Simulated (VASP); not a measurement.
# Ta6H in VASP: relaxation of the atoms with PBE

Aim: the relaxation of the atoms of Ta6H with PBE.

All numbers are computed with VASP 6.6.1; they aren't measurements. Logs are shortened: lines on timing, memory, paths and dates and some standing lists are left out, and cuts for length are marked.

## 1. The cell of the first run

The cell holds a slab with vacuum, 7 atoms: a = 4.694 Å, b = 4.694 Å, c = 19.988 Å, α = 90.00°, β = 90.00°, γ = 120.00°.

## 2. Relaxation of the atoms, PBE

File INCAR:

```
SYSTEM = Ta6H
PREC = Accurate
ENCUT = 520
EDIFF = 1E-6
ISMEAR = 0
SIGMA = 0.1
LREAL = .FALSE.
LASPH = .TRUE.
NELM = 60
ALGO = Normal
ISIF = 2
LWAVE = .FALSE.
LCHARG = .FALSE.
LDIPOL = .TRUE.
IDIPOL = 3
DIPOL = 0.5 0.5 0.333
GGA = PE
IBRION = 2
NSW = 36
EDIFFG = -0.025
```

File KPOINTS:

```
Automatic mesh
0
G
  6 6 1
  0 0 0
```

File POSCAR:

```
Ta6H
1.0
    4.6937283341      0.0000000000      0.0000000000
   -2.3468641670      4.0648879758      0.0000000000
    0.0000000000      0.0000000000     19.9881921123
Ta H
6 1
Selective dynamics
Direct
    0.6666666667      0.3333333333      0.2001181486  F F F
    0.3333333333      0.6666666667      0.2480516124  F F F
    0.0000000000      0.0000000000      0.2959850763  F F F
    0.6666666667      0.3333333333      0.3401842451  F F F
    0.3333333333      0.6666666667      0.3819724402  F F F
    0.0000000000      0.0000000000      0.4246603227  F F F
    0.6666666667      0.3333333333      0.4388435073  F F T
```

Potentials or basis: VASP PAW PBE potentials, release 64 (Ta_pv, H).

The run is started by

```sh
cat potpaw_PBE.64/Ta_pv/POTCAR potpaw_PBE.64/H/POTCAR > POTCAR
mpirun -np 1 vasp_std > vasp.out
```

OUTCAR:

```text
SYSTEM = Ta6H
   PREC = Accurate
   ENCUT = 520
   EDIFF = 1E-6
   ISMEAR = 0
   LREAL = .FALSE.
   LASPH = .TRUE.
   NELM = 60
   ISIF = 2
   GGA = PE
   IBRION = 2
   NSW = 36
   EDIFFG = -0.025

 ion  position               nearest neighbor table
   1  0.667  0.333  0.200-   4 2.80   2 2.87   2 2.87   2 2.87   3 3.32   3 3.32   3 3.32
   2  0.333  0.667  0.248-   5 2.68   1 2.87   1 2.87   3 2.87   1 2.87   3 2.87   3 2.87   4 3.28
                             4 3.28   4 3.28
   3  0.000  0.000  0.296-   6 2.57   4 2.85   4 2.85   4 2.85   2 2.87   2 2.87   2 2.87   5 3.21
                             5 3.21   5 3.21   1 3.32   1 3.32   1 3.32
   4  0.667  0.333  0.340-   7 1.97   1 2.80   5 2.84   5 2.84   5 2.84   3 2.85   3 2.85   3 2.85
                             6 3.19   6 3.19   6 3.19   2 3.28   2 3.28   2 3.28
   5  0.333  0.667  0.382-   2 2.68   4 2.84   4 2.84   4 2.84   6 2.84   6 2.84   6 2.84   3 3.21
                             3 3.21   3 3.21
   6  0.000  0.000  0.425-   3 2.57   5 2.84   5 2.84   5 2.84   4 3.19   4 3.19   4 3.19
   7  0.667  0.333  0.439-   4 1.97

  LATTYP: Found a hexagonal cell.
 ALAT       =     4.6937283341
 C/A-ratio  =     4.2584893478

  Lattice vectors:

 A1 = (   4.6937283341,   0.0000000000,   0.0000000000)
 A2 = (  -2.3468641670,   4.0648879758,   0.0000000000)
 A3 = (   0.0000000000,   0.0000000000,  19.9881921123)

Analysis of symmetry for initial positions (statically):
=====================================================================
 Subroutine PRICEL returns:
 Original cell was already a primitive cell.

 Routine SETGRP: Setting up the symmetry group for a
 hexagonal supercell.

 Subroutine GETGRP returns: Found  6 space group operations
 (whereof  6 operations were pure point group operations)
 out of a pool of 24 trial point group operations.

The static configuration has the point symmetry C_3v.

Analysis of symmetry for dynamics (positions and initial velocities):
=====================================================================
 Subroutine PRICEL returns:
 Original cell was already a primitive cell.

 Routine SETGRP: Setting up the symmetry group for a
 hexagonal supercell.

 Subroutine GETGRP returns: Found  6 space group operations
 (whereof  6 operations were pure point group operations)
 out of a pool of 24 trial point group operations.

The dynamic configuration has the point symmetry C_3v.

Analysis of constrained symmetry for selective dynamics:
=====================================================================
 Subroutine PRICEL returns:
 Original cell was already a primitive cell.

 Routine SETGRP: Setting up the symmetry group for a
 hexagonal supercell.

 Subroutine GETGRP returns: Found  6 space group operations
 (whereof  6 operations were pure point group operations)
 out of a pool of 24 trial point group operations.

The constrained configuration has the point symmetry C_3v.

 Subroutine INISYM returns: Found  6 space group operations
 (whereof  6 operations are pure point group operations),
 and found     1 'primitive' translations

----------------------------------------------------------------------------------------

                                     Primitive cell

  volume of cell :     381.3643

  direct lattice vectors                    reciprocal lattice vectors
     4.693728334  0.000000000  0.000000000     0.213050251  0.123004620  0.000000000
    -2.346864167  4.064887976  0.000000000     0.000000000  0.246009240  0.000000000
     0.000000000  0.000000000 19.988192112     0.000000000  0.000000000  0.050029537

  length of vectors
     4.693728334  4.693728334 19.988192112     0.246009240  0.246009240  0.050029537

  position of ions in fractional coordinates (direct lattice)
     0.666666667  0.333333333  0.200118149
     0.333333333  0.666666667  0.248051612
     0.000000000  0.000000000  0.295985076
     0.666666667  0.333333333  0.340184245
     0.333333333  0.666666667  0.381972440
     0.000000000  0.000000000  0.424660323
     0.666666667  0.333333333  0.438843507

  ion indices of the primitive-cell ions
   primitive index   ion index
                 1           1
                 2           2
                 3           3
                 4           4
                 5           5
                 6           6
                 7           7

----------------------------------------------------------------------------------------

 KPOINTS: Automatic mesh

Automatic generation of k-mesh.
 Grid dimensions read from file:
 generate k-points for:    6    6    1

 Generating k-lattice:

  Cartesian coordinates                     Fractional coordinates (reciprocal lattice)
     0.035508375  0.020500770  0.000000000     0.166666667  0.000000000  0.000000000
     0.000000000  0.041001540  0.000000000     0.000000000  0.166666667  0.000000000
     0.000000000  0.000000000  0.050029537     0.000000000  0.000000000  1.000000000

  Length of vectors
     0.041001540  0.041001540  0.050029537

  Shift w.r.t. Gamma in fractional coordinates (k-lattice)
     0.000000000  0.000000000  0.000000000

 Subroutine IBZKPT returns following result:
 ===========================================

 Found      7 irreducible k-points:

 Following reciprocal coordinates:
            Coordinates               Weight
  0.000000  0.000000  0.000000      1.000000
  0.166667 -0.000000  0.000000      6.000000
  0.333333  0.000000  0.000000      6.000000
  0.500000  0.000000  0.000000      3.000000
  0.166667  0.166667  0.000000      6.000000
  0.333333  0.166667  0.000000     12.000000
  0.333333  0.333333  0.000000      2.000000
   k-points           NKPTS =      7   k-points in BZ     NKDIM =      7   number of bands    NBANDS=     40
   number of dos      NEDOS =    301   number of ions     NIONS =      7
   total plane-waves  NPLWV = 194400
   dimension x,y,z NGX =    36 NGY =   36 NGZ =  150
   dimension x,y,z NGXF=    72 NGYF=   72 NGZF=  300
   ions per type =               6   1
   NGX,Y,Z   is equivalent  to a cutoff of  12.75, 12.75, 12.48 a.u.
   NGXF,Y,Z  is equivalent  to a cutoff of  25.50, 25.50, 24.95 a.u.
 SYSTEM =  Ta6H
   PREC   = accura    normal or accurate (medium, high low for compatibility)
   ISTART =      0    job   : 0-new  1-cont  2-samecut
   ICHARG =      2    charge: 1-file 2-atom 10-const
   ISPIN  =      1    spin polarized calculation?
   LNONCOLLINEAR =      F non collinear calculations
   LSORBIT =      F    spin-orbit coupling
   LASPH  =      T    aspherical Exc in radial PAW
   ENCUT  =  520.0 eV  38.22 Ry    6.18 a.u.   8.73  8.73 37.16*2*pi/ulx,y,z
   NELM   =     60;   NELMIN=  2; NELMDL= -5     # of ELM steps
   EDIFF  = 0.1E-05   stopping-criterion for ELM
   LREAL  =      F    real-space projection
   EDIFFG = -.3E-01   stopping-criterion for IOM
   NSW    =     36    number of steps for IOM
   IBRION =      2    ionic relax: 0-MD 1-quasi-New 2-CG
   NFREE  =      1    steps in history (QN), initial steepest desc. (CG)
   ISIF   =      2    stress and relaxation
   ISYM   =      2    0-nonsym 1-usesym 2-fastsym
   POTIM  = 0.5000    time-step for ionic-motion
   TEBEG  =    0.0;   TEEND  =   0.0 temperature during run
   PSTRESS=    0.0 pullay stress
   NELECT =      67.0000    total number of electrons
   NUPDOWN=      -1.0000    fix difference up-down
   EMIN   =  10.00;   EMAX   =-10.00  energy-range for DOS
   EFERMI =   0.00;   METHOD = LEGACY
   ISMEAR =     0;   SIGMA  =   0.10  broadening in eV -4-tet -1-fermi 0-gaus
   EFERMI_NEDOS =   21; number of points for ismear=-14 and -15
   IALGO  =     38    algorithm
   IMIX   =      4    mixing-type and parameters
     AMIX     =   0.40;   BMIX     =  1.00
     AMIX_MAG =   1.60;   BMIX_MAG =  1.00
  volume/ion in A,a.u.               =      54.48       367.65
  Fermi-wavevector in a.u.,A,eV,Ry     =   0.916895  1.732681 11.438377  0.840697
  Thomas-Fermi vector in A             =   2.041803
   LORBIT       =      0    0 simple, 1 ext, 2 COOP (PROOUT), +10 PAW based schemes
   GGA     = PE    functional components
   LHFCALC =     F    Hartree Fock is set to
   AEXX    =    0.0000 exact exchange contribution
   IVDW    =     0    specifies the selected vdW correction
   LEPSILON=     F    determine dielectric tensor
   LRPA    =     F    only Hartree local field effects (RPA)
 conjugate gradient relaxation of ions
 non-spin polarized calculation
 Gauss-broadening in eV      SIGMA  =   0.10
  energy-cutoff  :      520.00
  volume of cell :      381.36
 maximum number of plane-waves:     10285
 NGX is ok and might be reduce to    36
   NGX = 17   NGY = 17   NGZ = 75

 dipolmoment           0.000000      0.000000     -0.001047 electrons x Angstroem

--------------------------------------- Ionic step        1  -------------------------------------------

 number of electron      66.9999991 magnetization

 Free energy of the ion-electron system (eV)
  ---------------------------------------------------
  ext. energy  EPLUGINS =         0.00000000
  ---------------------------------------------------
  free energy    TOTEN  =       -67.27307997 eV

  energy without entropy =      -67.22193162  energy(sigma->0) =      -67.24750580

------------------------ aborting loop because EDIFF is reached ----------------------------------------

 vacuum level on the upper side and lower side of the slab       (xc-potential included)        -0.000        -0.137

  FORCE on cell =-STRESS in cart. coord.  units (eV):
  Direction    XX          YY          ZZ          XY          YZ          ZX
  --------------------------------------------------------------------------------------
  -------------------------------------------------------------------------------------
  Total       -4.7760042     -4.7760042     -2.7114101     -0.0000000      0.0000000     -0.0000000
  in kB      -20.0648187    -20.0648187    -11.3911020     -0.0000000      0.0000000     -0.0000000
  external PRESSURE =     -17.1735798 kB  Pullay stress =       0.0000000 kB
[... 69 lines left out ...]
--------------------------------------- Ionic step        3  -------------------------------------------

 number of electron      66.9999991 magnetization

 dipolmoment           0.000000      0.000000      0.018651 electrons x Angstroem

 Free energy of the ion-electron system (eV)
  ---------------------------------------------------
  ext. energy  EPLUGINS =         0.00000000
  ---------------------------------------------------
  free energy    TOTEN  =       -67.27323104 eV

  energy without entropy =      -67.22206980  energy(sigma->0) =      -67.24765042

 E-fermi :  -0.6929     XC(G=0):  -4.7701

 val. band max:       -0.7231421432   @ k =   0.5000   0.0000   0.0000
 cond. band min:      -0.6853612335   @ k =   0.1667   0.1667   0.0000
 fundamental gap:      0.0377809097
 Fermi energy:        -0.6928537984

 k-point     1 :       0.0000    0.0000    0.0000
  band No.  band energies     occupation
      1     -35.4561      2.00000
      2     -35.3461      2.00000
      3     -35.1398      2.00000
      4     -35.1398      2.00000
      5     -35.0352      2.00000
      6     -35.0352      2.00000
[... 290 lines left out ...]
     39       0.5175      0.00000
     40       0.7611      0.00000

------------------------ aborting loop because EDIFF is reached ----------------------------------------

 vacuum level on the upper side and lower side of the slab       (xc-potential included)         0.078        -0.096

  FORCE on cell =-STRESS in cart. coord.  units (eV):
  Direction    XX          YY          ZZ          XY          YZ          ZX
  --------------------------------------------------------------------------------------
  -------------------------------------------------------------------------------------
  Total       -4.7682460     -4.7682460     -2.6454621     -0.0000000      0.0000000      0.0000000
  in kB      -20.0322249    -20.0322249    -11.1140431     -0.0000000      0.0000000      0.0000000
  external PRESSURE =     -17.0594977 kB  Pullay stress =       0.0000000 kB
[... 22 lines left out ...]
  FREE ENERGIE OF THE ION-ELECTRON SYSTEM (eV)
  ---------------------------------------------------
  free  energy   TOTEN  =       -67.2732310389 eV

  energy  without entropy=      -67.2220697986  energy(sigma->0) =      -67.24765042

 reached required accuracy - stopping structural energy minimisation

 vacuum level on the upper side and lower side of the slab         2.839         2.660
```

It took 5 min on 1 thread of Intel Xeon Platinum 8488C (Sapphire Rapids), shared host; peak memory 0.52 GiB.

What came out:

* Free energy: -67.2732 eV
* Energy gained by relaxing: 0.0 meV/atom
* Ionic steps: 3
* Band gap on the k mesh: zero (an odd number of electrons rules out a gap without spin polarisation)

The path:
| step | energy change (eV) | largest force on free atoms (eV/Å) | pressure (GPa) |
| --- | --- | --- | --- |
| 1 | 0.0000 | 0.0413 | -1.72 |
| 2 | -0.0001 | 0.0302 | -1.71 |
| 3 | -0.0002 | 0.0009 | -1.71 |

Final structure:
```cif
data_structure
_symmetry_space_group_name_H-M 'P 1'
_symmetry_Int_Tables_number 1
_cell_length_a 4.6937
_cell_length_b 4.6937
_cell_length_c 19.9882
_cell_angle_alpha 90.000
_cell_angle_beta 90.000
_cell_angle_gamma 120.000
_cell_volume 381.36
loop_
_atom_site_label
_atom_site_type_symbol
_atom_site_fract_x
_atom_site_fract_y
_atom_site_fract_z
_atom_site_occupancy
Ta1 Ta 0.66667 0.33333 0.20012 1
Ta2 Ta 0.33333 0.66667 0.24805 1
Ta3 Ta 0.00000 0.00000 0.29599 1
Ta4 Ta 0.66667 0.33333 0.34018 1
Ta5 Ta 0.33333 0.66667 0.38197 1
Ta6 Ta 0.00000 0.00000 0.42466 1
H1 H 0.66667 0.33333 0.43847 1
```

Levels at points of the mesh, in eV from the Fermi level:
```
           k point  band 29  band 30  band 31  band 32  band 33  band 34  band 35  band 36  band 37  band 38
(0.00, 0.00, 0.00)    -1.21    -1.05    -1.05    -0.43    -0.43    -0.09     0.08     0.22     0.22     1.35
(0.50, 0.00, 0.00)    -1.54    -1.01    -0.98    -0.73    -0.30    -0.03     0.20     0.81     0.90     1.13
```

Caveat: spin-orbit coupling is left out, which moves the levels of the heavy elements.
